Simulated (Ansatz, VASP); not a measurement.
# One calculation of SrTiO3, two programs

```
Sr Ti O
1.0
     3.89138    0.00000    0.00000
     0.00000    3.89138    0.00000
     0.00000    0.00000    3.89138
Sr Ti O
1 1 3
Direct
  0.00361 0.00000 0.00000
  0.50891 0.50000 0.50000
  0.98544 0.50000 0.50000
  0.48407 0.00000 0.50000
  0.48407 0.50000 0.00000
```

Change from the starting cell: mode 1 frozen in at -0.062 Å and mode 7 at +0.000 Å (largest displacements).

Alike in both runs: task single point; functional PBEsol; k mesh 8 × 8 × 8; occupations gaussian, width 0.05 eV; no spin polarisation.

|  | VASP | Ansatz |
| --- | --- | --- |
| version | VASP 6.6.1 | Ansatz 0.2.0 |
| potentials or method | VASP PAW PBE potentials, release 64 (Sr_sv, Ti_sv, O), cutoff 520 eV | scalar-relativistic, plane waves, PAW |
| valence electrons in the cell | 40 | 40 |

```tsv
	VASP	Ansatz	Ansatz less VASP
gap on the k mesh at the Fermi level (eV)	1.85	1.89	+0.038
least direct gap on the mesh (eV)	2.31	2.33	+0.020
pressure (GPa)	1.2	0.6	-0.65
traceless stress, the component that is largest in VASP (GPa)	1.16	1.13	-0.036
rms of the force components (eV/Å)	0.061	0.049	-0.0124
```

VASP's potentials were made for PBE, not for PBEsol, and Ansatz warns of the same on its side. Atom by atom the forces differ by 0.013 eV/Å (rms over components).
